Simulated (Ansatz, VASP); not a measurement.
## Two plane-wave programs on ZrO5

```
CELL_PARAMETERS angstrom
3.73046 0.00000 0.00000
-1.86523 3.23068 0.00000
0.00000 0.00000 5.59732
ATOMIC_POSITIONS crystal
Zr 0.00000 0.00000 0.00000
O 0.50000 0.00000 0.50000
O 0.50000 0.50000 0.50000
O 0.00000 0.50000 0.50000
O 0.33333 0.66667 0.00000
O 0.66667 0.33333 0.00000
```

Change from the starting cell: species swapped into the YCu5 type (P6/mmm, No. 191).

Alike in both runs: functional PBE; k mesh 6 × 6 × 6; occupations gaussian, width 0.1 eV; no spin polarisation.

Ansatz relaxed the structure, and its values are those at the end. VASP's run is a single point on that final structure, the one shown.

```csv
,VASP,Ansatz
version,VASP 6.6.1,Ansatz 0.2.0
potentials or method,"VASP PAW PBE potentials, release 64 (Zr_sv, O), cutoff 520 eV","scalar-relativistic, plane waves, PAW"
valence electrons in the cell,42,42
```

```csv
,VASP,Ansatz,Ansatz less VASP
gap on the k mesh at the Fermi level (eV),none,none,-
pressure (GPa),0.1,0.1,-0.06
```

A gap of «none» marks a metal or a gap that the smearing closes. The functional is the same, so the differences come from potentials, cutoffs and numerics.
